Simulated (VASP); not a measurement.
# CuMo18S36 (a cell with a defect) in VASP: single point with PBE

Aim: the single point of CuMo18S36 (a cell with a defect) with PBE.

Everything below comes from runs of VASP 6.6.1. Logs are shortened: lines on timing, memory, paths and dates and some standing lists are left out, and cuts for length are marked.

### Step 1. The cell of the first run

The cell holds a defect, 55 atoms: a = 9.367 Å, b = 9.367 Å, c = 12.083 Å, α = 90.00°, β = 90.00°, γ = 120.00°.

### Step 2. Single point, PBE, collinear spin

INCAR reads:

```
PREC = Accurate
ENCUT = 520
EDIFF = 1E-6
ISMEAR = -1
SIGMA = 0.01
LREAL = Auto
LASPH = T
NELM = 200
ALGO = Normal
ISIF = 2
LWAVE = F
LCHARG = T
ISPIN = 2
MAGMOM = 0.01 0.01 0.05 0.07 0.01 0 0.02 0.01 0.05 0.23 0.08 0 0.02 0.04 0.02 0.07 0 0 0 0 0 0 0 0 0 0 0 0 0 0 0 0 0 0 0 0 0 0.01 0.01 0 0 0 0 0 0 0 0 0 0 0 0 0 0 0 0.01
LORBIT = 11
NUPDOWN = 1.0
LMAXMIX = 4
GGA = PE
LELF = T
LVHAR = T
NBANDS = 276
GGA_COMPAT = F
```

KPOINTS reads:

```
Automatic mesh
0
Gamma
  1 1 1
```

POSCAR reads:

```
CuMo18S36
1.0
    9.3669868000      0.0000000800      0.0000000000
   -4.6834934700      8.1120484800      0.0000000000
    0.0000000000      0.0000000000     12.0827026900
Mo S Cu
18 36 1
Direct
    0.2226089297      0.1097614227      0.2529222210
    0.1112374675      0.2187747023      0.7457415970
    0.2182645341      0.4408343948      0.2572958286
    0.1112048076      0.5569427996      0.7457404383
    0.2226064695      0.7762410441      0.2529371183
    0.1125996292      0.8885427656      0.7472828085
    0.5554683076      0.1094369638      0.2530096187
    0.4441818614      0.2187161441      0.7457310033
    0.5580199673      0.4408514032      0.2573178435
    0.4460320546      0.5553099165      0.7465547429
    0.5580168358      0.7805663355      0.2573478037
    0.4441788734      0.8900176056      0.7456915254
    0.8894348550      0.1094333855      0.2530058943
    0.7792856457      0.2218927737      0.7472881053
    0.8894313264      0.4434026668      0.2530038253
    0.7824871125      0.5569595582      0.7457328241
    0.8890914210      0.7762422703      0.2529413392
    0.7825320220      0.8900486671      0.7456948359
    0.2231276668      0.1096068378      0.6171780595
    0.1096242557      0.2175508437      0.3834824972
    0.2235736927      0.1104824490      0.8759281157
    0.1118826322      0.2223426050      0.1248006376
    0.2239171463      0.4442145521      0.6186603438
    0.1096123055      0.5554599436      0.3834892837
    0.2108607208      0.4376941277      0.8741787554
    0.1118869373      0.5529473846      0.1248052724
    0.2230909338      0.7779861027      0.6171626656
    0.1114445571      0.8874310859      0.3815036353
    0.2235937660      0.7775821357      0.8759164461
    0.1114301188      0.8874051984      0.1234950522
    0.5579541913      0.1112709025      0.6171786389
    0.4433881238      0.2175488681      0.3834883733
    0.5558488125      0.1101783301      0.8757046558
    0.4459213055      0.2223575178      0.1248128038
    0.5570140915      0.4441845934      0.6186612542
    0.4447472030      0.5540569655      0.3849588225
    0.5636012745      0.4376194205      0.8741504505
    0.4447744343      0.5541120687      0.1382567330
    0.5570340334      0.7773774985      0.6186317906
    0.4433901477      0.8892566387      0.3835041811
    0.5636826479      0.7906689624      0.8741041033
    0.4459197591      0.8869455085      0.1248324186
    0.8900050689      0.1112959237      0.6171854254
    0.7781170324      0.2207606306      0.3815746459
    0.8910391909      0.1102171580      0.8757118562
    0.7781054990      0.2207510153      0.1237290231
    0.8899541959      0.4431974165      0.6171977571
    0.7813091091      0.5554625257      0.3834978911
    0.8910186699      0.4452922018      0.8757294847
    0.7764953695      0.5529417075      0.1248178523
    0.8915594046      0.7779938624      0.6171566239
    0.7813279510      0.8892557725      0.3835069950
    0.8906701918      0.7775902652      0.8759132184
    0.7764781185      0.8869443958      0.1248335773
    0.4463434733      0.5555697769     -0.0341246500
```

Potentials or basis: VASP PAW PBE potentials, release 64 (Mo_sv, S, Cu).

Launch:

```bash
> cat potpaw_PBE.64/Mo_sv/POTCAR potpaw_PBE.64/S/POTCAR potpaw_PBE.64/Cu/POTCAR > POTCAR
> mpirun -np 1 vasp_gam > vasp.out
```

OUTCAR:

```text
PREC = Accurate
   ENCUT = 520
   EDIFF = 1E-6
   ISMEAR = -1
   LREAL = Auto
   LASPH = T
   NELM = 200
   ISIF = 2
   ISPIN = 2
   LORBIT = 11
   NUPDOWN = 1.0
   GGA = PE

 ion  position               nearest neighbor table
   1  0.223  0.110  0.253-  28 2.38  34 2.38  22 2.38  20 2.39  32 2.39  30 2.39  13 3.12   7 3.12
                             3 3.12   9 3.12  17 3.12   5 3.12
   2  0.111  0.219  0.746-  25 2.36  19 2.37  43 2.37  45 2.38  21 2.38  23 2.39  18 3.08   6 3.10
                             8 3.12  14 3.12  10 3.14   4 3.17
   3  0.218  0.441  0.257-  38 2.33  20 2.37  24 2.37  26 2.39  22 2.39  36 2.40  13 3.09  15 3.09
                             5 3.12   1 3.12  11 3.18   9 3.18
   4  0.111  0.557  0.746-  25 2.36  27 2.37  47 2.37  49 2.38  29 2.38  23 2.39  16 3.08   6 3.10
                            12 3.12  14 3.12  10 3.14   2 3.17
   5  0.223  0.776  0.253-  28 2.38  42 2.38  26 2.38  24 2.39  40 2.39  30 2.39  15 3.12   7 3.12
                             3 3.12  11 3.12  17 3.12   1 3.12
   6  0.113  0.889  0.747-  53 2.38  21 2.38  29 2.38  19 2.38  27 2.38  51 2.38  18 3.10  12 3.10
                            16 3.10   8 3.10   4 3.10   2 3.10
   7  0.555  0.109  0.253-  42 2.38  34 2.38  44 2.38  32 2.38  40 2.38  46 2.39   9 3.09  11 3.09
                             1 3.12   5 3.12  15 3.13  13 3.13
   8  0.444  0.219  0.746-  37 2.36  19 2.37  31 2.37  33 2.38  21 2.38  35 2.39  12 3.08   6 3.10
                             2 3.12  14 3.12  10 3.14  16 3.17
   9  0.558  0.441  0.257-  38 2.33  48 2.37  32 2.37  50 2.39  34 2.39  36 2.40  15 3.09   7 3.09
                            17 3.12   1 3.12  11 3.18   3 3.18
  10  0.446  0.555  0.747-  39 2.37  35 2.37  23 2.37  25 2.45  37 2.45  41 2.45  55 2.65  18 3.14
                            16 3.14  12 3.14   4 3.14   2 3.14   8 3.14
  11  0.558  0.781  0.257-  38 2.33  52 2.37  40 2.37  54 2.39  42 2.39  36 2.40  13 3.09   7 3.09
                            17 3.12   5 3.12   9 3.18   3 3.18
  12  0.444  0.890  0.746-  41 2.36  27 2.37  31 2.37  33 2.38  29 2.38  39 2.39   8 3.08   6 3.10
                             4 3.12  14 3.12  10 3.14  18 3.17
  13  0.889  0.109  0.253-  54 2.38  22 2.38  44 2.38  20 2.38  52 2.38  46 2.39   3 3.09  11 3.09
                             1 3.12  17 3.12   7 3.13  15 3.13
  14  0.779  0.222  0.747-  49 2.39  33 2.39  45 2.39  47 2.39  43 2.39  31 2.39  16 3.12  18 3.12
                             4 3.12  12 3.12   2 3.12   8 3.12
  15  0.889  0.443  0.253-  26 2.38  50 2.38  44 2.38  24 2.38  48 2.38  46 2.39   3 3.09   9 3.09
                             5 3.12  17 3.12   7 3.13  13 3.13
  16  0.782  0.557  0.746-  37 2.36  51 2.37  47 2.37  49 2.38  53 2.38  35 2.39   4 3.08   6 3.10
                            18 3.12  14 3.12  10 3.14   8 3.17
  17  0.889  0.776  0.253-  28 2.38  54 2.38  50 2.38  48 2.39  52 2.39  30 2.39  15 3.12  13 3.12
                             9 3.12  11 3.12   5 3.12   1 3.12
  18  0.783  0.890  0.746-  41 2.36  51 2.37  43 2.37  45 2.38  53 2.38  39 2.39   2 3.08   6 3.10
                            16 3.12  14 3.12  10 3.14  12 3.17
  19  0.223  0.110  0.617-   8 2.37   2 2.37   6 2.38
[... 20 lines left out ...]
  40  0.443  0.889  0.384-  11 2.37   7 2.38   5 2.39
  41  0.564  0.791  0.874-  55 2.21  18 2.36  12 2.36  10 2.45
  42  0.446  0.887  0.125-   7 2.38   5 2.38  11 2.39
  43  0.890  0.111  0.617-  18 2.37   2 2.37  14 2.39
  44  0.778  0.221  0.382-   7 2.38  15 2.38  13 2.38
  45  0.891  0.110  0.876-   2 2.38  18 2.38  14 2.39
  46  0.778  0.221  0.124-   7 2.39  13 2.39  15 2.39
  47  0.890  0.443  0.617-  16 2.37   4 2.37  14 2.39
  48  0.781  0.555  0.383-   9 2.37  15 2.38  17 2.39
  49  0.891  0.445  0.876-   4 2.38  16 2.38  14 2.39
  50  0.776  0.553  0.125-  15 2.38  17 2.38   9 2.39
  51  0.892  0.778  0.617-  18 2.37  16 2.37   6 2.38
  52  0.781  0.889  0.384-  11 2.37  13 2.38  17 2.39
  53  0.891  0.778  0.876-   6 2.38  16 2.38  18 2.38
  54  0.776  0.887  0.125-  13 2.38  17 2.38  11 2.39
  55  0.446  0.556  0.966-  38 2.08  41 2.21  37 2.21  25 2.21  10 2.65

  LATTYP: Found a hexagonal cell.
 ALAT       =     9.3669868000
 C/A-ratio  =     1.2899241718

  Lattice vectors:

 A1 = (   9.3669868000,   0.0000000800,   0.0000000000)
 A2 = (  -4.6834934700,   8.1120484800,   0.0000000000)
 A3 = (   0.0000000000,   0.0000000000,  12.0827026900)

Analysis of symmetry for initial positions (statically):
=====================================================================
 Subroutine PRICEL returns:
 Original cell was already a primitive cell.

[... 215 lines left out ...]
   ENCUT  =  520.0 eV  38.22 Ry    6.18 a.u.  17.42 17.42 22.47*2*pi/ulx,y,z
   NELM   =    200;   NELMIN=  2; NELMDL= -5     # of ELM steps
   EDIFF  = 0.1E-05   stopping-criterion for ELM
   LREAL  =      T    real-space projection
   EDIFFG = 0.1E-04   stopping-criterion for IOM
   NSW    =      0    number of steps for IOM
   IBRION =     -1    ionic relax: 0-MD 1-quasi-New 2-CG
   NFREE  =      0    steps in history (QN), initial steepest desc. (CG)
   ISIF   =      2    stress and relaxation
   ISYM   =      2    0-nonsym 1-usesym 2-fastsym
   POTIM  = 0.5000    time-step for ionic-motion
   TEBEG  =    0.0;   TEEND  =   0.0 temperature during run
   PSTRESS=    0.0 pullay stress
   NELECT =     479.0000    total number of electrons
   NUPDOWN=       1.0000    fix difference up-down
   EMIN   =  10.00;   EMAX   =-10.00  energy-range for DOS
   EFERMI =   0.00;   METHOD = LEGACY
   ISMEAR =    -1;   SIGMA  =   0.01  broadening in eV -4-tet -1-fermi 0-gaus
   EFERMI_NEDOS =   21; number of points for ismear=-14 and -15
   IALGO  =     38    algorithm
   IMIX   =      4    mixing-type and parameters
     AMIX     =   0.40;   BMIX     =  1.00
     AMIX_MAG =   1.60;   BMIX_MAG =  1.00
  volume/ion in A,a.u.               =      16.69       112.65
  Fermi-wavevector in a.u.,A,eV,Ry     =   1.317918  2.490504 23.632077  1.736909
  Thomas-Fermi vector in A             =   2.447925
   LORBIT       =     11    0 simple, 1 ext, 2 COOP (PROOUT), +10 PAW based schemes
   GGA     = PE    functional components
   LHFCALC =     F    Hartree Fock is set to
   AEXX    =    0.0000 exact exchange contribution
   IVDW    =     0    specifies the selected vdW correction
   LEPSILON=     F    determine dielectric tensor
   LRPA    =     F    only Hartree local field effects (RPA)
 spin polarized calculation
  energy-cutoff  :      520.00
  volume of cell :      918.11
 maximum number of plane-waves:     12404
 NGX is ok and might be reduce to    70
   NGX = 35   NGY = 35   NGZ = 45

 number of electron     478.9999987 magnetization       0.9999954

 Free energy of the ion-electron system (eV)
  ---------------------------------------------------
  ext. energy  EPLUGINS =         0.00000000
  ---------------------------------------------------
  free energy    TOTEN  =      -392.37022985 eV

  energy without entropy =     -392.35524912  energy(sigma->0) =     -392.36273949

 E-fermi :   8.8331     XC(G=0): -11.1864

 val. band max:        9.4811421129   @ k =   0.0000   0.0000   0.0000
 cond. band min:       9.5063692558   @ k =   0.0000   0.0000   0.0000
 fundamental gap:      0.0252271429
 Fermi energy:         9.4892452197

 spin component 1

 k-point     1 :       0.0000    0.0000    0.0000
  band No.  band energies     occupation
      1     -53.0268      1.00000
      2     -52.9959      1.00000
      3     -52.9951      1.00000
      4     -52.9899      1.00000
      5     -52.9863      1.00000
      6     -52.9861      1.00000
[... 243 lines left out ...]
    250       9.8670      0.00000
    251       9.8678      0.00000
 Fermi energy:         8.8331224121

 spin component 2

 k-point     1 :       0.0000    0.0000    0.0000
  band No.  band energies     occupation
      1     -53.0031      1.00000
      2     -52.9680      1.00000
      3     -52.9679      1.00000
      4     -52.9673      1.00000
      5     -52.9665      1.00000
      6     -52.9655      1.00000
[... 243 lines left out ...]
    250       9.9021      0.00000
    251       9.9022      0.00000
 [bands above 251 left out]

------------------------ aborting loop because EDIFF is reached ----------------------------------------

  FORCE on cell =-STRESS in cart. coord.  units (eV):
  Direction    XX          YY          ZZ          XY          YZ          ZX
  --------------------------------------------------------------------------------------
  -------------------------------------------------------------------------------------
  Total       58.8561709     58.8036458     47.1007808      0.0195507     -0.0474999     -0.0411607
  in kB      102.7088933    102.6172327     82.1947638      0.0341175     -0.0828912     -0.0718288
  external PRESSURE =      95.8402966 kB  Pullay stress =       0.0000000 kB

 VOLUME and BASIS-vectors are now :
 -----------------------------------------------------------------------------
  energy-cutoff  :      520.00
  volume of cell :      918.11
      direct lattice vectors                 reciprocal lattice vectors
     9.366986800  0.000000080  0.000000000     0.106757917  0.061636713  0.000000000
    -4.683493470  8.112048480  0.000000000    -0.000000001  0.123273424  0.000000000
     0.000000000  0.000000000 12.082702690     0.000000000  0.000000000  0.082762940

 POSITION                                       TOTAL-FORCE (eV/Angst)
 -----------------------------------------------------------------------------------
      1.57111      0.89039      3.05598         0.000648      0.000525      0.000963
      0.01733      1.77471      9.01057        -0.000544     -0.003433     -0.002567
     -0.02016      3.57607      3.10883         0.001401      0.002390      0.003327
     -1.56678      4.51795      9.01056        -0.001898     -0.000205     -0.003703
     -1.55037      6.29690      3.05616        -0.000113      0.001652      0.001522
     -3.10677      7.20790      9.02920         0.000801     -0.001542     -0.003046
[... 47 lines left out ...]
      3.11926      7.19494      1.50833         0.002865      0.000680      0.011836
      1.57889      4.50681     11.67038        -0.004183     -0.002116      0.012714
 -----------------------------------------------------------------------------------
    total drift:                               -0.013794      0.002006     -0.003446

  FREE ENERGIE OF THE ION-ELECTRON SYSTEM (eV)
  ---------------------------------------------------
  free  energy   TOTEN  =      -392.3702298529 eV

  energy  without entropy=     -392.3552491240  energy(sigma->0) =     -392.36273949

 total charge

# of ion       s       p       d       tot
------------------------------------------
    1        2.296   6.230   4.027  12.554
    2        2.299   6.234   4.044  12.576
    3        2.299   6.234   4.053  12.586
    4        2.299   6.234   4.044  12.576
    5        2.296   6.230   4.027  12.554
    6        2.300   6.232   4.045  12.576
[... 47 lines left out ...]
   54        1.365   2.356   0.000   3.721
   55        0.452   0.520   9.256  10.228
--------------------------------------------------
tot         90.892 197.703  81.974 370.569

 magnetization (x)

# of ion       s       p       d       tot
------------------------------------------
    1        0.002   0.000   0.021   0.023
    2        0.002  -0.000   0.020   0.021
    3        0.002   0.000   0.046   0.048
    4        0.002  -0.000   0.020   0.021
    5        0.002   0.000   0.021   0.023
    6        0.004   0.001   0.091   0.096
[... 47 lines left out ...]
   54       -0.000  -0.001   0.000  -0.001
   55       -0.000  -0.001   0.007   0.006
--------------------------------------------------
tot          0.043  -0.030   0.910   0.924
```

Run time: 54 min. Hardware: 1 thread of Intel Xeon 8259CL, shared host; peak memory 1.3 GiB.

What came out:

```
Free energy                                           : -392.3702 eV
Pressure                                              : 9.6 GPa
Largest force                                         : 0.032 eV/Å
Net moment                                            : 1.00 μB per cell
Site moments                                          : Mo +0.02, +0.05, +0.10, +0.03, +0.29, +0.13 (each value once); S -0.00, +0.00 (each value once); Cu +0.01 μB
Valence electrons inside the program's atomic spheres : Mo 12.55, 12.58, 12.59, 12.56 (each value once); S 3.72, 3.75, 3.71, 3.78 (each value once); Cu 10.23
```

Forces in eV/Å, atoms in the order of the input:
```
Mo   0.001  0.001  0.001
Mo  -0.001 -0.003 -0.003
Mo   0.001  0.002  0.003
Mo  -0.002  0.000 -0.004
Mo   0.000  0.002  0.002
Mo   0.001 -0.002 -0.003
Mo   0.002  0.002  0.002
Mo   0.001 -0.003 -0.003
Mo   0.000  0.003  0.003
Mo  -0.002 -0.003 -0.011
Mo   0.000  0.001  0.006
Mo  -0.002  0.000 -0.003
Mo  -0.001  0.002  0.002
Mo   0.001  0.000 -0.002
Mo   0.001  0.000  0.002
Mo   0.002 -0.001 -0.004
Mo   0.001  0.001  0.001
Mo   0.002  0.000 -0.002
S   -0.002 -0.002  0.016
S   -0.001  0.004 -0.015
S   -0.001 -0.001 -0.012
S    0.001 -0.002  0.011
S   -0.003 -0.002  0.012
S    0.000  0.000 -0.014
S   -0.022 -0.013 -0.020
S    0.000  0.000  0.012
S    0.000 -0.002  0.016
S    0.000  0.000 -0.015
S    0.000 -0.001 -0.015
S    0.001  0.003  0.011
S   -0.001 -0.005  0.015
S    0.001  0.004 -0.015
S   -0.002 -0.001 -0.014
S    0.000  0.001  0.012
S   -0.001  0.000  0.014
S    0.000  0.001 -0.012
S    0.018 -0.013 -0.015
S    0.002 -0.004  0.032
S   -0.002  0.002  0.012
S    0.001  0.003 -0.014
S    0.001  0.016 -0.013
S    0.001  0.001  0.010
S    0.002 -0.003  0.014
S    0.001  0.003 -0.015
S    0.001 -0.001 -0.015
S    0.000  0.001  0.013
S    0.002  0.000  0.016
S   -0.001  0.000 -0.014
S    0.000  0.001 -0.014
S    0.002  0.002  0.014
S    0.000  0.000  0.016
S   -0.002  0.003 -0.014
S    0.001  0.001 -0.013
S    0.003  0.001  0.012
Cu  -0.004 -0.002  0.013
```

Stress tensor (GPa, compression positive):
```
10.27  0.00 -0.01
 0.00 10.26 -0.01
-0.01 -0.01  8.22
```

Caveat: the k points lie up to 0.77 Å⁻¹ apart; the total moment is fixed, so each spin has its own Fermi level and the state may be an excited one.
